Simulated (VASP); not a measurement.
# HC5 (f.alt) in VASP: single point with PBEsol

Aim: the single point of HC5 (f.alt) with PBEsol.

Everything below comes from runs of VASP 6.6.1. Logs are shortened: lines on timing, memory, paths and dates and some standing lists are left out, and cuts for length are marked.

## Step 1: The cell of the first run

The cell holds a slab with vacuum, 12 atoms: a = 2.513 Å, b = 2.513 Å, c = 25.000 Å, α = 90.00°, β = 90.00°, γ = 120.00°.

## Step 2: Single point, PBEsol

Contents of INCAR:

```
ALGO = Normal
DIPOL = 0.5 0.5 0.500
EDIFF = 1E-6
ENCUT = 520
GGA = PS
GGA_COMPAT = F
IDIPOL = 3
ISIF = 2
ISMEAR = 0
LASPH = T
LCHARG = F
LDIPOL = T
LREAL = F
LWAVE = F
NBANDS = 33
NELM = 120
NELMDL = -8
PREC = Accurate
SIGMA = 0.03
```

Contents of KPOINTS:

```
k-points
0
Gamma
  12 12 1
```

Contents of POSCAR:

```
HC5
1.0
    2.5128226530      0.0000000288      0.0000000000
   -1.2564113514      2.1761682383      0.0000000000
    0.0000000000      0.0000000000     24.9997626521
C H
10 2
Direct
    1.0000000000      0.0000000000      0.3264970777
    0.6666666667      0.3333333333      0.3458874768
    0.6666666667      0.3333333333      0.4077172280
    0.3333333333      0.6666666667      0.4281780333
    0.3333333333      0.6666666667      0.4897463681
    0.0000000000      0.0000000000      0.5102557125
    0.0000000000      0.0000000000      0.5718239996
    0.6666666667      0.3333333333      0.5922847367
    0.6666666667      0.3333333333      0.6541144854
    0.3333333333      0.6666666667      0.6735048992
    0.3333333333      0.6666666667      0.7180610178
    1.0000000000      0.0000000000      0.2819409437
```

Potentials or basis: VASP PAW PBE potentials, release 64 (C, H).

Run with:

```console
$ cat potpaw_PBE.64/C/POTCAR potpaw_PBE.64/H/POTCAR > POTCAR
$ mpirun -np 1 vasp_std > vasp.out
```

OUTCAR:

```text
EDIFF = 1E-6
   ENCUT = 520
   GGA = PS
   ISIF = 2
   ISMEAR = 0
   LASPH = T
   LREAL = F
   NELM = 120
   NELMDL = -8
   PREC = Accurate

 ion  position               nearest neighbor table
   1  0.000  0.000  0.326-  12 1.11   2 1.53   2 1.53   2 1.53
   2  0.667  0.333  0.346-   1 1.53   1 1.53   1 1.53   3 1.55
   3  0.667  0.333  0.408-   4 1.54   4 1.54   4 1.54   2 1.55
   4  0.333  0.667  0.428-   3 1.54   3 1.54   3 1.54   5 1.54
   5  0.333  0.667  0.490-   6 1.54   6 1.54   6 1.54   4 1.54
   6  0.000  0.000  0.510-   5 1.54   5 1.54   5 1.54   7 1.54
   7  0.000  0.000  0.572-   8 1.54   8 1.54   8 1.54   6 1.54
   8  0.667  0.333  0.592-   7 1.54   7 1.54   7 1.54   9 1.55
   9  0.667  0.333  0.654-  10 1.53  10 1.53  10 1.53   8 1.55
  10  0.333  0.667  0.674-  11 1.11   9 1.53   9 1.53   9 1.53
  11  0.333  0.667  0.718-  10 1.11
  12  0.000  0.000  0.282-   1 1.11

  LATTYP: Found a hexagonal cell.
 ALAT       =     2.5128226530
 C/A-ratio  =     9.9488766636

  Lattice vectors:

 A1 = (   2.5128226530,   0.0000000288,   0.0000000000)
 A2 = (  -1.2564113514,   2.1761682383,   0.0000000000)
 A3 = (   0.0000000000,   0.0000000000,  24.9997626521)

Analysis of symmetry for initial positions (statically):
=====================================================================
 Subroutine PRICEL returns:
 Original cell was already a primitive cell.

 Routine SETGRP: Setting up the symmetry group for a
 hexagonal supercell.

 Subroutine GETGRP returns: Found 12 space group operations
 (whereof  6 operations were pure point group operations)
 out of a pool of 24 trial point group operations.

The static configuration has the point symmetry C_3v.
 The point group associated with its full space group is D_3d.

Analysis of symmetry for dynamics (positions and initial velocities):
=====================================================================
 Subroutine PRICEL returns:
 Original cell was already a primitive cell.

 Routine SETGRP: Setting up the symmetry group for a
 hexagonal supercell.

 Subroutine GETGRP returns: Found 12 space group operations
 (whereof  6 operations were pure point group operations)
 out of a pool of 24 trial point group operations.

The dynamic configuration has the point symmetry C_3v.
 The point group associated with its full space group is D_3d.

 Subroutine INISYM returns: Found 12 space group operations
 (whereof  6 operations are pure point group operations),
 and found     1 'primitive' translations

[... 125 lines left out ...]
   IALGO  =     38    algorithm
   IMIX   =      4    mixing-type and parameters
     AMIX     =   0.40;   BMIX     =  1.00
     AMIX_MAG =   1.60;   BMIX_MAG =  1.00
  volume/ion in A,a.u.               =      11.39        76.88
  Fermi-wavevector in a.u.,A,eV,Ry     =   1.104658  2.087501 16.602773  1.220269
  Thomas-Fermi vector in A             =   2.241134
   LORBIT       =      0    0 simple, 1 ext, 2 COOP (PROOUT), +10 PAW based schemes
   GGA     = PS    functional components
   LHFCALC =     F    Hartree Fock is set to
   AEXX    =    0.0000 exact exchange contribution
   IVDW    =     0    specifies the selected vdW correction
   LEPSILON=     F    determine dielectric tensor
   LRPA    =     F    only Hartree local field effects (RPA)
 non-spin polarized calculation
 Gauss-broadening in eV      SIGMA  =   0.03
  energy-cutoff  :      520.00
  volume of cell :      136.71
 maximum number of plane-waves:      3765
 NGX is ok and might be reduce to    20
   NGX =  9   NGY =  9   NGZ = 93

 number of electron      42.0000002 magnetization

 dipolmoment           0.000000      0.000000     -0.000020 electrons x Angstroem

 Free energy of the ion-electron system (eV)
  ---------------------------------------------------
  ext. energy  EPLUGINS =         0.00000000
  ---------------------------------------------------
  free energy    TOTEN  =      -103.39501123 eV

  energy without entropy =     -103.39501123  energy(sigma->0) =     -103.39501123

 E-fermi :   2.1501     XC(G=0):  -6.6452

 val. band max:        2.0253183854   @ k =   0.0000   0.0000   0.0000
 cond. band min:       4.8218456014   @ k =   0.0000   0.0000   0.0000
 fundamental gap:      2.7965272160
 Fermi energy:         2.1500654652

 k-point     1 :       0.0000    0.0000    0.0000
  band No.  band energies     occupation
      1     -19.1515      2.00000
      2     -18.4944      2.00000
      3     -17.4254      2.00000
      4     -15.9934      2.00000
      5     -14.3908      2.00000
      6     -10.6389      2.00000
[... 673 lines left out ...]
     32      13.6956      0.00000
     33      14.3108      0.00000

------------------------ aborting loop because EDIFF is reached ----------------------------------------

 vacuum level on the upper side and lower side of the slab       (xc-potential included)        -0.126        -0.126

  FORCE on cell =-STRESS in cart. coord.  units (eV):
  Direction    XX          YY          ZZ          XY          YZ          ZX
  --------------------------------------------------------------------------------------
  -------------------------------------------------------------------------------------
  Total        0.5900619      0.5900619      0.4083453      0.0000000      0.0000000      0.0000000
  in kB        6.9154102      6.9154102      4.7857272      0.0000000      0.0000000      0.0000000
  external PRESSURE =       6.2055159 kB  Pullay stress =       0.0000000 kB

 VOLUME and BASIS-vectors are now :
 -----------------------------------------------------------------------------
  energy-cutoff  :      520.00
  volume of cell :      136.71
      direct lattice vectors                 reciprocal lattice vectors
     2.512822653  0.000000029  0.000000000     0.397958842  0.229761651  0.000000000
    -1.256411351  2.176168238  0.000000000    -0.000000005  0.459523292  0.000000000
     0.000000000  0.000000000 24.999762652     0.000000000  0.000000000  0.040000380

 POSITION                                       TOTAL-FORCE (eV/Angst)
 -----------------------------------------------------------------------------------
      0.00000      0.00000      8.16235         0.000000     -0.000000     -0.001924
      1.25641      0.72539      8.64710        -0.000000      0.000000     -0.004978
      1.25641      0.72539     10.19283        -0.000000      0.000000     -0.009116
     -0.00000      1.45078     10.70435        -0.000000      0.000000      0.007800
     -0.00000      1.45078     12.24354        -0.000000     -0.000000      0.006593
      0.00000      0.00000     12.75627         0.000000      0.000000     -0.006593
      0.00000      0.00000     14.29546         0.000000     -0.000000     -0.007800
      1.25641      0.72539     14.80698         0.000000     -0.000000      0.009116
      1.25641      0.72539     16.35271        -0.000000      0.000000      0.004978
     -0.00000      1.45078     16.83746        -0.000000      0.000000      0.001924
     -0.00000      1.45078     17.95136         0.000000     -0.000000      0.040437
      0.00000      0.00000      7.04846         0.000000      0.000000     -0.040437
 -----------------------------------------------------------------------------------
    total drift:                               -0.000000      0.000000     -0.003901

  FREE ENERGIE OF THE ION-ELECTRON SYSTEM (eV)
  ---------------------------------------------------
  free  energy   TOTEN  =      -103.3950112347 eV

  energy  without entropy=     -103.3950112347  energy(sigma->0) =     -103.39501123

 vacuum level on the upper side and lower side of the slab         5.504         5.505
```

stdout:

```text
POSCAR found type information on POSCAR C H
 POSCAR found :  2 types and      12 ions
 scaLAPACK will be used
 -----------------------------------------------------------------------------
|                                                                             |
|                                                                             |
|     You enforced a specific xc type in the INCAR file but a different       |
|     I HOPE YOU KNOW WHAT YOU ARE DOING!                                     |
|                                                                             |
 -----------------------------------------------------------------------------

 LDA part: xc-table for (Slater+PW92), standard interpolation
 POSCAR, INCAR and KPOINTS ok, starting setup
 FFT: planning ... GRIDC
 FFT: planning ... GRID_SOFT
 FFT: planning ... GRID
 WAVECAR not read
 entering main loop
```

Run time: 1.7 min. Hardware: 1 thread of AMD EPYC 9R45 (Zen 5), shared host; peak memory 0.24 GiB.

What came out:

| Property | Result |
| --- | --- |
| Free energy | -103.3950 eV |
| Largest force | 0.040 eV/Å |
| Band gap on the k mesh | 2.80 eV, direct |

Forces on the atoms (eV/Å):
```
C    0.000  0.000 -0.002
C    0.000  0.000 -0.005
C    0.000  0.000 -0.009
C    0.000  0.000  0.008
C    0.000  0.000  0.007
C    0.000  0.000 -0.007
C    0.000  0.000 -0.008
C    0.000  0.000  0.009
C    0.000  0.000  0.005
C    0.000  0.000  0.002
H    0.000  0.000  0.040
H    0.000  0.000 -0.040
```

Caveat: the PAW data sets were made with another functional, which shifts forces and pressure a little.
